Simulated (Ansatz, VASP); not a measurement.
# K3Eu: VASP beside Ansatz

```
K Eu
1.0
     0.00000    5.09197    5.09197
     5.09197    0.00000    5.09197
     5.09197    5.09197    0.00000
K Eu
3 1
Direct
  0.25000 0.25000 0.25000
  0.75000 0.75000 0.75000
  0.50000 0.50000 0.50000
  0.00000 0.00000 0.00000
```

Alike in both runs: task single point; functional LDA; k mesh 4 × 4 × 4; occupations gaussian, width 0.1 eV; collinear spin.

```csv
,VASP,Ansatz
version,VASP 6.6.1,Ansatz 0.2.0
potentials or method,"VASP PAW PBE potentials, release 64 (K_sv, Eu), cutoff 520 eV",all-electron (LAPW or listed datasets)
```

|  | VASP | Ansatz | Ansatz less VASP |
| --- | --- | --- | --- |
| gap on the k mesh at the Fermi level (eV) | none | none | - |
| pressure (GPa) | -0.6 | -0.6 | +0.04 |
| net moment per atom (μB) | 1.90 | 1.90 | +0.006 |
| size of the moment on the site where the two differ most (μB) | 6.79 | 7.30 | +0.512 |

VASP's potentials were made for PBE, not for LDA. LDA's correlation is that of Perdew and Zunger in VASP and of Perdew and Wang (1992) in Ansatz. Site moments also hang on the region over which each program counts them. A gap of «none» marks a metal or a gap that the smearing closes. Ansatz ran all-electron here, and VASP with PAW potentials.

Spin-orbit coupling is off throughout.
